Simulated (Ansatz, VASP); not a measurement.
**BaV3 in VASP and in Ansatz**

```
Ba V
1.0
     4.21022    0.00000    0.00000
     0.00000    4.21022    0.00000
     0.00000    0.00000    4.21022
Ba V
1 3
Direct
  0.00000 0.00000 0.00000
  0.00000 0.50000 0.50000
  0.50000 0.00000 0.50000
  0.50000 0.50000 0.00000
```

Alike in both runs: task relaxation of cell and atoms; functional PBE; k mesh 12 × 12 × 12; occupations gaussian, width 0.1 eV; no spin polarisation.

|  | VASP | Ansatz |
| --- | --- | --- |
| version | VASP 6.6.1 | Ansatz 0.2.0 |
| potentials or method | VASP PAW PBE potentials, release 64 (Ba_sv, V_sv), cutoff 600 eV | scalar-relativistic, plane waves, PAW |
| valence electrons in the cell | 49 | 49 |

|  | VASP | Ansatz | Ansatz less VASP |
| --- | --- | --- | --- |
| gap on the k mesh at the Fermi level, each at its own relaxed structure (eV) | none | none | - |
| relaxed volume (Å³/atom) | 18.72 | 18.16 | -0.557 |
| relaxed cell length with the largest relative difference (Å) | 4.215 | 4.172 | -0.0422 |

A gap of «none» marks a metal or a gap that the smearing closes.

Neither program's run includes spin-orbit coupling.
